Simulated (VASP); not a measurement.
Wanted: the native input for a VASP 6.6.1 run.

| Quantity | Value |
| --- | --- |
| Task | single point |
| Functional | PBEsol |
| Potentials or basis | VASP PAW PBE potentials, release 64 (Al, Ru_pv) |
| Cutoff | 520 eV |
| k mesh | 18 × 18 × 18 |
| Occupations | gaussian, width 0.15 eV |
| Spin | no spin polarisation |
| Dipole correction | no |
| Further INCAR settings | ALGO = Fast; EDIFF = 1e-06; NBANDS = 25 |

The structure of AlRu lies in POSCAR:

```
AlRu
1.0
   -2.9764078218      0.0000000000     -2.9764078218
    0.0000000000     -2.9764078218     -2.9764078218
   -2.9764078218     -2.9764078218      0.0000000000
Al Ru
2 2
Direct
   -0.0209984665      0.0209984665      0.0209984665
    0.5209984665      0.4790015335      0.4790015335
    0.2500000000      0.2500000000      0.2500000000
    0.7500000000      0.7500000000      0.7500000000
```

This cell differs from its parent crystal: atoms displaced along a vibrational mode.

One way to write it, as run:

INCAR

```
  PREC = Accurate
  ENCUT = 520
  EDIFF = 1E-6
  ISMEAR = 0
  SIGMA = 0.15
  LREAL = False
  LASPH = True
  NELM = 100
  ALGO = Fast
  ISIF = 2
  LWAVE = False
  LCHARG = False
  GGA = PS
  NBANDS = 25
```

KPOINTS

```
Automatic mesh
0
Gamma
  18 18 18
```

Potentials or basis: VASP PAW PBE potentials, release 64 (Al, Ru_pv).

The run is started by

```bash
$ cat potpaw_PBE.64/Al/POTCAR potpaw_PBE.64/Ru_pv/POTCAR > POTCAR
$ mpirun -np 1 vasp_std > vasp.out
```

It gave:

The pressure is 1.6 GPa, the largest force is 1.541 eV/Å and the band gap on the k mesh is zero (bands 17 and 18 overlap by 2.72 eV).

Caveat: the cell differs from its parent crystal (atoms displaced along a vibrational mode); the PAW data sets were made with another functional, which shifts forces and pressure a little.

Run time: 16 min on 1 thread of Oxide Virtual Turin-like Processor, with other jobs on the host, peak memory 0.55 GiB.
